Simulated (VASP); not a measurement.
# Cs (Im-3m) in VASP: notebook

Runs on Cs. Level: PBE. Tasks: single point.

Program: VASP 6.6.1. These are calculated values, not measurements. Logs are shortened: lines on timing, memory, paths and dates and some standing lists are left out, and cuts for length are marked.

**1. The cell of the first run**

The structure is cubic, space group Im-3m (No. 229). Conventional cell: a = 6.257 Å, b = 6.257 Å, c = 6.257 Å, α = 90.00°, β = 90.00°, γ = 90.00°.

**2. Single point, PBE**

The input, INCAR:

```
  PREC = Accurate
  ENCUT = 500
  EDIFF = 1E-6
  ISMEAR = -1
  SIGMA = 0.051703999572871064
  LREAL = F
  LASPH = T
  NELM = 120
  ALGO = Normal
  ISIF = 2
  LWAVE = F
  LCHARG = F
  GGA = PE
  ISYM = -1
  NBANDS = 10
  GGA_COMPAT = F
```

The input, KPOINTS:

```
explicit points
10
Reciprocal
  0.10000000   0.25000000   0.00000000 2
  0.10000000   0.25000000   0.50000000 2
  0.10000000   0.75000000   0.00000000 2
  0.10000000   0.75000000   0.50000000 2
  0.30000000   0.25000000   0.00000000 2
  0.30000000   0.25000000   0.50000000 2
  0.30000000   0.75000000   0.00000000 2
  0.30000000   0.75000000   0.50000000 2
  0.50000000   0.25000000   0.00000000 2
  0.50000000   0.25000000   0.50000000 2
```

The input, POSCAR:

```
Cs
1.0
   -3.1284650614      3.1284650614      3.1284650614
    3.1284650614     -3.1284650614      3.1284650614
    3.1284650614      3.1284650614     -3.1284650614
Cs
1
Direct
    0.0000000000      0.0000000000      0.0000000000
```

Potentials or basis: VASP PAW PBE potentials, release 64 (Cs_sv).

Launch:

```sh
$ cat potpaw_PBE.64/Cs_sv/POTCAR > POTCAR
$ mpirun -np 1 vasp_std > vasp.out
```

OUTCAR:

```text
PREC = Accurate
   ENCUT = 500
   EDIFF = 1E-6
   ISMEAR = -1
   LREAL = F
   LASPH = T
   NELM = 120
   ISIF = 2
   GGA = PE
   ISYM = -1

 ion  position               nearest neighbor table
   1  0.000  0.000  0.000-

IMPORTANT INFORMATION: All symmetrisations will be switched off!
NOSYMM: (Re-)initialisation of all symmetry stuff for point group C_1.

----------------------------------------------------------------------------------------

                                     Primitive cell

  volume of cell :     122.4768

  direct lattice vectors                    reciprocal lattice vectors
    -3.128465061  3.128465061  3.128465061     0.000000000  0.159822785  0.159822785
     3.128465061 -3.128465061  3.128465061     0.159822785  0.000000000  0.159822785
     3.128465061  3.128465061 -3.128465061     0.159822785  0.159822785  0.000000000

  length of vectors
     5.418660436  5.418660436  5.418660436     0.226023551  0.226023551  0.226023551

  position of ions in fractional coordinates (direct lattice)
     0.000000000  0.000000000  0.000000000

  ion indices of the primitive-cell ions
   primitive index   ion index
                 1           1

----------------------------------------------------------------------------------------

 KPOINTS: explicit points

Read explicit list of k-points.

 Found     10 k-points:

 Following reciprocal coordinates:
            Coordinates               Weight
  0.100000  0.250000  0.000000      0.100000
  0.100000  0.250000  0.500000      0.100000
  0.100000  0.750000  0.000000      0.100000
  0.100000  0.750000  0.500000      0.100000
  0.300000  0.250000  0.000000      0.100000
  0.300000  0.250000  0.500000      0.100000
  0.300000  0.750000  0.000000      0.100000
  0.300000  0.750000  0.500000      0.100000
  0.500000  0.250000  0.000000      0.100000
  0.500000  0.250000  0.500000      0.100000
   k-points           NKPTS =     10   k-points in BZ     NKDIM =     10   number of bands    NBANDS=     10
   number of dos      NEDOS =    301   number of ions     NIONS =      1
   total plane-waves  NPLWV =  64000
   dimension x,y,z NGX =    40 NGY =   40 NGZ =   40
   dimension x,y,z NGXF=    80 NGYF=   80 NGZF=   80
   ions per type =               1
   NGX,Y,Z   is equivalent  to a cutoff of  12.27, 12.27, 12.27 a.u.
   NGXF,Y,Z  is equivalent  to a cutoff of  24.54, 24.54, 24.54 a.u.
 SYSTEM =  unknown system
   PREC   = accura    normal or accurate (medium, high low for compatibility)
   ISTART =      0    job   : 0-new  1-cont  2-samecut
   ICHARG =      2    charge: 1-file 2-atom 10-const
   ISPIN  =      1    spin polarized calculation?
   LNONCOLLINEAR =      F non collinear calculations
   LSORBIT =      F    spin-orbit coupling
   LASPH  =      T    aspherical Exc in radial PAW
   ENCUT  =  500.0 eV  36.75 Ry    6.06 a.u.   9.88  9.88  9.88*2*pi/ulx,y,z
   NELM   =    120;   NELMIN=  2; NELMDL= -5     # of ELM steps
   EDIFF  = 0.1E-05   stopping-criterion for ELM
   LREAL  =      F    real-space projection
   EDIFFG = 0.1E-04   stopping-criterion for IOM
   NSW    =      0    number of steps for IOM
   IBRION =     -1    ionic relax: 0-MD 1-quasi-New 2-CG
   NFREE  =      0    steps in history (QN), initial steepest desc. (CG)
   ISIF   =      2    stress and relaxation
   ISYM   =     -1    0-nonsym 1-usesym 2-fastsym
   POTIM  = 0.5000    time-step for ionic-motion
   TEBEG  =    0.0;   TEEND  =   0.0 temperature during run
   PSTRESS=    0.0 pullay stress
   NELECT =       9.0000    total number of electrons
   NUPDOWN=      -1.0000    fix difference up-down
   EMIN   =  10.00;   EMAX   =-10.00  energy-range for DOS
   EFERMI =   0.00;   METHOD = LEGACY
   ISMEAR =    -1;   SIGMA  =   0.05  broadening in eV -4-tet -1-fermi 0-gaus
   EFERMI_NEDOS =   21; number of points for ismear=-14 and -15
   IALGO  =     38    algorithm
   IMIX   =      4    mixing-type and parameters
     AMIX     =   0.40;   BMIX     =  1.00
     AMIX_MAG =   1.60;   BMIX_MAG =  1.00
  volume/ion in A,a.u.               =     122.48       826.51
  Fermi-wavevector in a.u.,A,eV,Ry     =   0.685706  1.295796  6.397353  0.470192
  Thomas-Fermi vector in A             =   1.765724
   LORBIT       =      0    0 simple, 1 ext, 2 COOP (PROOUT), +10 PAW based schemes
   GGA     = PE    functional components
   LHFCALC =     F    Hartree Fock is set to
   AEXX    =    0.0000 exact exchange contribution
   IVDW    =     0    specifies the selected vdW correction
   LEPSILON=     F    determine dielectric tensor
   LRPA    =     F    only Hartree local field effects (RPA)
 non-spin polarized calculation
  energy-cutoff  :      500.00
  volume of cell :      122.48
 maximum number of plane-waves:      3119
 NGX is ok and might be reduce to    40
   NGX = 19   NGY = 19   NGZ = 19

 number of electron       8.9999999 magnetization

 Free energy of the ion-electron system (eV)
  ---------------------------------------------------
  ext. energy  EPLUGINS =         0.00000000
  ---------------------------------------------------
  free energy    TOTEN  =        -0.84419852 eV

  energy without entropy =       -0.82741272  energy(sigma->0) =       -0.83580562

 E-fermi :   0.3614     XC(G=0):  -5.2518

 val. band max:        0.3123452996   @ k =   0.5000   0.2500   0.0000
 cond. band min:       0.4107541677   @ k =   0.3000   0.2500   0.5000
 fundamental gap:      0.0984088681
 Fermi energy:         0.3613846222

 k-point     1 :       0.1000    0.2500    0.0000
  band No.  band energies     occupation
      1     -23.5893      2.00000
      2     -10.4228      2.00000
      3     -10.3737      2.00000
      4     -10.3400      2.00000
      5      -0.3928      2.00000
      6       1.7692      0.00000
      7       2.0954      0.00000
      8       3.3391      0.00000
      9       3.6837      0.00000
     10       3.8020      0.00000
[... 105 lines left out ...]
 k-point    10 :       0.5000    0.2500    0.5000
  band No.  band energies     occupation
      1     -23.5859      2.00000
      2     -10.4329      2.00000
      3     -10.4056      2.00000
      4     -10.3884      2.00000
      5       0.9199      0.00004
      6       1.0412      0.00000
      7       2.2548      0.00000
      8       2.4360      0.00000
      9       3.5918      0.00000
     10       4.7051      0.00000

------------------------ aborting loop because EDIFF is reached ----------------------------------------

  FORCE on cell =-STRESS in cart. coord.  units (eV):
  Direction    XX          YY          ZZ          XY          YZ          ZX
  --------------------------------------------------------------------------------------
  -------------------------------------------------------------------------------------
  Total       -0.1120017      0.0346896     -0.0438560     -0.1157958     -0.0562487     -0.0206059
  in kB       -1.4651474      0.4537917     -0.5737016     -1.5147800     -0.7358161     -0.2695555
  external PRESSURE =      -0.5283524 kB  Pullay stress =       0.0000000 kB

 VOLUME and BASIS-vectors are now :
 -----------------------------------------------------------------------------
  energy-cutoff  :      500.00
  volume of cell :      122.48
      direct lattice vectors                 reciprocal lattice vectors
    -3.128465061  3.128465061  3.128465061     0.000000000  0.159822785  0.159822785
     3.128465061 -3.128465061  3.128465061     0.159822785  0.000000000  0.159822785
     3.128465061  3.128465061 -3.128465061     0.159822785  0.159822785  0.000000000

 POSITION                                       TOTAL-FORCE (eV/Angst)
 -----------------------------------------------------------------------------------
      0.00000      0.00000      0.00000        -0.000001     -0.000003     -0.000001
 -----------------------------------------------------------------------------------
    total drift:                               -0.000001     -0.000003     -0.000001

  FREE ENERGIE OF THE ION-ELECTRON SYSTEM (eV)
  ---------------------------------------------------
  free  energy   TOTEN  =        -0.8441985214 eV

  energy  without entropy=       -0.8274127196  energy(sigma->0) =       -0.83580562
```

It took 12 s on 1 thread of Intel Xeon 8259CL, shared host; peak memory 0.19 GiB.

What came out:

```yaml
Free_energy: -0.8442 eV
Pressure: -0.1 GPa
Band_gap_on_the_k_mesh: zero (an odd number of electrons rules out a gap without spin polarisation)
```

Caveat: spin-orbit coupling is left out, which moves the levels of the heavy elements.

**3. Single point, PBE**

The input, INCAR:

```
PREC = Accurate ; ENCUT = 500
EDIFF = 1E-6 ; ISMEAR = 0
SIGMA = 0.1 ; LREAL = False
LASPH = True ; NELM = 120
ALGO = Normal ; ISIF = 2
LWAVE = False ; LCHARG = False
GGA = PE ; ISYM = -1
NBANDS = 10 ; GGA_COMPAT = False
```

The input, KPOINTS:

```
explicit points
20
Reciprocal
  0.25000000   0.06250000   0.05000000 1
  0.25000000   0.06250000   0.25000000 1
  0.25000000   0.06250000   0.45000000 1
  0.25000000   0.06250000   0.65000000 1
  0.25000000   0.06250000   0.85000000 1
  0.25000000   0.31250000   0.05000000 1
  0.25000000   0.31250000   0.25000000 1
  0.25000000   0.31250000   0.45000000 1
  0.25000000   0.31250000   0.65000000 1
  0.25000000   0.31250000   0.85000000 1
  0.25000000   0.56250000   0.05000000 1
  0.25000000   0.56250000   0.25000000 1
  0.25000000   0.56250000   0.45000000 1
  0.25000000   0.56250000   0.65000000 1
  0.25000000   0.56250000   0.85000000 1
  0.25000000   0.81250000   0.05000000 1
  0.25000000   0.81250000   0.25000000 1
  0.25000000   0.81250000   0.45000000 1
  0.25000000   0.81250000   0.65000000 1
  0.25000000   0.81250000   0.85000000 1
```

POSCAR is that of step 2.

Potentials or basis: VASP PAW PBE potentials, release 64 (Cs_sv).

Launch:

```sh
$ cat potpaw_PBE.64/Cs_sv/POTCAR > POTCAR
$ mpirun -np 1 vasp_std > vasp.out
```

OUTCAR:

```text
PREC = Accurate
   ENCUT = 500
   EDIFF = 1E-6
   ISMEAR = 0
   LREAL = False
   LASPH = True
   NELM = 120
   ISIF = 2
   GGA = PE
   ISYM = -1

 ion  position               nearest neighbor table
   1  0.000  0.000  0.000-

IMPORTANT INFORMATION: All symmetrisations will be switched off!
NOSYMM: (Re-)initialisation of all symmetry stuff for point group C_1.

----------------------------------------------------------------------------------------

                                     Primitive cell

  volume of cell :     122.4768

  direct lattice vectors                    reciprocal lattice vectors
    -3.128465061  3.128465061  3.128465061     0.000000000  0.159822785  0.159822785
     3.128465061 -3.128465061  3.128465061     0.159822785  0.000000000  0.159822785
     3.128465061  3.128465061 -3.128465061     0.159822785  0.159822785  0.000000000

  length of vectors
     5.418660436  5.418660436  5.418660436     0.226023551  0.226023551  0.226023551

  position of ions in fractional coordinates (direct lattice)
     0.000000000  0.000000000  0.000000000

  ion indices of the primitive-cell ions
   primitive index   ion index
                 1           1

----------------------------------------------------------------------------------------

 KPOINTS: explicit points

Read explicit list of k-points.

 Found     20 k-points:

 Following reciprocal coordinates:
            Coordinates               Weight
  0.250000  0.062500  0.050000      0.050000
  0.250000  0.062500  0.250000      0.050000
  0.250000  0.062500  0.450000      0.050000
  0.250000  0.062500  0.650000      0.050000
  0.250000  0.062500  0.850000      0.050000
  0.250000  0.312500  0.050000      0.050000
[... 12 lines left out ...]
  0.250000  0.812500  0.650000      0.050000
  0.250000  0.812500  0.850000      0.050000
   k-points           NKPTS =     20   k-points in BZ     NKDIM =     20   number of bands    NBANDS=     10
   number of dos      NEDOS =    301   number of ions     NIONS =      1
   total plane-waves  NPLWV =  64000
   dimension x,y,z NGX =    40 NGY =   40 NGZ =   40
   dimension x,y,z NGXF=    80 NGYF=   80 NGZF=   80
   ions per type =               1
   NGX,Y,Z   is equivalent  to a cutoff of  12.27, 12.27, 12.27 a.u.
   NGXF,Y,Z  is equivalent  to a cutoff of  24.54, 24.54, 24.54 a.u.
 SYSTEM =  unknown system
   PREC   = accura    normal or accurate (medium, high low for compatibility)
   ISTART =      0    job   : 0-new  1-cont  2-samecut
   ICHARG =      2    charge: 1-file 2-atom 10-const
   ISPIN  =      1    spin polarized calculation?
   LNONCOLLINEAR =      F non collinear calculations
   LSORBIT =      F    spin-orbit coupling
   LASPH  =      T    aspherical Exc in radial PAW
   ENCUT  =  500.0 eV  36.75 Ry    6.06 a.u.   9.88  9.88  9.88*2*pi/ulx,y,z
   NELM   =    120;   NELMIN=  2; NELMDL= -5     # of ELM steps
   EDIFF  = 0.1E-05   stopping-criterion for ELM
   LREAL  =      F    real-space projection
   EDIFFG = 0.1E-04   stopping-criterion for IOM
   NSW    =      0    number of steps for IOM
   IBRION =     -1    ionic relax: 0-MD 1-quasi-New 2-CG
   NFREE  =      0    steps in history (QN), initial steepest desc. (CG)
   ISIF   =      2    stress and relaxation
   ISYM   =     -1    0-nonsym 1-usesym 2-fastsym
   POTIM  = 0.5000    time-step for ionic-motion
   TEBEG  =    0.0;   TEEND  =   0.0 temperature during run
   PSTRESS=    0.0 pullay stress
   NELECT =       9.0000    total number of electrons
   NUPDOWN=      -1.0000    fix difference up-down
   EMIN   =  10.00;   EMAX   =-10.00  energy-range for DOS
   EFERMI =   0.00;   METHOD = LEGACY
   ISMEAR =     0;   SIGMA  =   0.10  broadening in eV -4-tet -1-fermi 0-gaus
   EFERMI_NEDOS =   21; number of points for ismear=-14 and -15
   IALGO  =     38    algorithm
   IMIX   =      4    mixing-type and parameters
     AMIX     =   0.40;   BMIX     =  1.00
     AMIX_MAG =   1.60;   BMIX_MAG =  1.00
  volume/ion in A,a.u.               =     122.48       826.51
  Fermi-wavevector in a.u.,A,eV,Ry     =   0.685706  1.295796  6.397353  0.470192
  Thomas-Fermi vector in A             =   1.765724
   LORBIT       =      0    0 simple, 1 ext, 2 COOP (PROOUT), +10 PAW based schemes
   GGA     = PE    functional components
   LHFCALC =     F    Hartree Fock is set to
   AEXX    =    0.0000 exact exchange contribution
   IVDW    =     0    specifies the selected vdW correction
   LEPSILON=     F    determine dielectric tensor
   LRPA    =     F    only Hartree local field effects (RPA)
 non-spin polarized calculation
 Gauss-broadening in eV      SIGMA  =   0.10
  energy-cutoff  :      500.00
  volume of cell :      122.48
 maximum number of plane-waves:      3125
 NGX is ok and might be reduce to    40
   NGX = 19   NGY = 19   NGZ = 19

 number of electron       8.9999999 magnetization

 Free energy of the ion-electron system (eV)
  ---------------------------------------------------
  ext. energy  EPLUGINS =         0.00000000
  ---------------------------------------------------
  free energy    TOTEN  =        -0.86680561 eV

  energy without entropy =       -0.86031976  energy(sigma->0) =       -0.86356269

 E-fermi :   0.2005     XC(G=0):  -5.2552

 val. band max:        0.1461935226   @ k =   0.2500   0.3125   0.6500
 cond. band min:       0.2316069969   @ k =   0.2500   0.3125   0.8500
 fundamental gap:      0.0854134743
 Fermi energy:         0.2004602868

 k-point     1 :       0.2500    0.0625    0.0500
  band No.  band energies     occupation
      1     -23.5975      2.00000
      2     -10.4284      2.00000
      3     -10.3789      2.00000
      4     -10.3534      2.00000
      5      -0.3741      2.00000
      6       1.7368      0.00000
      7       2.0557      0.00000
      8       3.5139      0.00000
      9       3.6863      0.00000
     10       3.7322      0.00000

 k-point     2 :       0.2500    0.0625    0.2500
  band No.  band energies     occupation
      1     -23.5959      2.00000
      2     -10.4380      2.00000
      3     -10.4041      2.00000
      4     -10.3677      2.00000
      5       0.5577      0.00000
      6       1.3507      0.00000
      7       1.5464      0.00000
      8       3.3893      0.00000
      9       3.7137      0.00000
     10       4.0500      0.00000

 k-point     3 :       0.2500    0.0625    0.4500
  band No.  band energies     occupation
      1     -23.5960      2.00000
      2     -10.4400      2.00000
      3     -10.4012      2.00000
      4     -10.3665      2.00000
      5       0.4919      0.00004
      6       1.3725      0.00000
      7       1.5768      0.00000
      8       3.4329      0.00000
      9       3.6995      0.00000
     10       4.0598      0.00000

 k-point     4 :       0.2500    0.0625    0.6500
  band No.  band energies     occupation
      1     -23.5976      2.00000
      2     -10.4276      2.00000
      3     -10.3790      2.00000
      4     -10.3508      2.00000
      5      -0.4168      2.00000
      6       1.7667      0.00000
      7       2.0857      0.00000
      8       3.4866      0.00000
      9       3.6790      0.00000
     10       3.6922      0.00000
[... 170 lines left out ...]
 k-point    18 :       0.2500    0.8125    0.4500
  band No.  band energies     occupation
      1     -23.5945      2.00000
      2     -10.4453      2.00000
      3     -10.4111      2.00000
      4     -10.3837      2.00000
      5       0.8049      0.00000
      6       1.0791      0.00000
      7       2.0671      0.00000
      8       2.6114      0.00000
      9       3.6459      0.00000
     10       4.5884      0.00000

 k-point    19 :       0.2500    0.8125    0.6500
  band No.  band energies     occupation
      1     -23.5958      2.00000
      2     -10.4245      2.00000
      3     -10.3985      2.00000
      4     -10.3827      2.00000
      5       0.0531      1.96282
      6       1.6358      0.00000
      7       2.3252      0.00000
      8       2.6557      0.00000
      9       3.4635      0.00000
     10       3.7577      0.00000

 k-point    20 :       0.2500    0.8125    0.8500
  band No.  band energies     occupation
      1     -23.5983      2.00000
      2     -10.4052      2.00000
      3     -10.3703      2.00000
      4     -10.3597      2.00000
      5      -0.6865      2.00000
      6       2.1526      0.00000
      7       2.3764      0.00000
      8       2.8603      0.00000
      9       3.2508      0.00000
     10       3.9061      0.00000

------------------------ aborting loop because EDIFF is reached ----------------------------------------

  FORCE on cell =-STRESS in cart. coord.  units (eV):
  Direction    XX          YY          ZZ          XY          YZ          ZX
  --------------------------------------------------------------------------------------
  -------------------------------------------------------------------------------------
  Total       -0.0637195     -0.0036199     -0.0636790     -0.1220527      0.0077646     -0.0396950
  in kB       -0.8335444     -0.0473537     -0.8330147     -1.5966293      0.1015721     -0.5192686
  external PRESSURE =      -0.5713043 kB  Pullay stress =       0.0000000 kB

 VOLUME and BASIS-vectors are now :
 -----------------------------------------------------------------------------
  energy-cutoff  :      500.00
  volume of cell :      122.48
      direct lattice vectors                 reciprocal lattice vectors
    -3.128465061  3.128465061  3.128465061     0.000000000  0.159822785  0.159822785
     3.128465061 -3.128465061  3.128465061     0.159822785  0.000000000  0.159822785
     3.128465061  3.128465061 -3.128465061     0.159822785  0.159822785  0.000000000

 POSITION                                       TOTAL-FORCE (eV/Angst)
 -----------------------------------------------------------------------------------
      0.00000      0.00000      0.00000        -0.000001     -0.000001     -0.000001
 -----------------------------------------------------------------------------------
    total drift:                               -0.000001     -0.000001     -0.000001

  FREE ENERGIE OF THE ION-ELECTRON SYSTEM (eV)
  ---------------------------------------------------
  free  energy   TOTEN  =        -0.8668056116 eV

  energy  without entropy=       -0.8603197599  energy(sigma->0) =       -0.86356269
```

Run time: 24 s. Hardware: 1 thread of Intel Xeon 8259CL, shared host; peak memory 0.2 GiB.

What came out:

| Quantity | Value |
| --- | --- |
| Free energy | -0.8668 eV |
| Pressure | -0.1 GPa |
| Band gap on the k mesh | zero (an odd number of electrons rules out a gap without spin polarisation) |

Levels at points of the mesh, in eV from the Fermi level:
```
           k point  band 1  band 2  band 3  band 4  band 5  band 6  band 7  band 8
(0.25, 0.06, 0.05)  -23.80  -10.63  -10.58  -10.55   -0.57    1.54    1.86    3.31
```

Caveat: spin-orbit coupling is left out, which moves the levels of the heavy elements.

The gap in the log of VASP goes by the Fermi energy; the results here count the filled bands.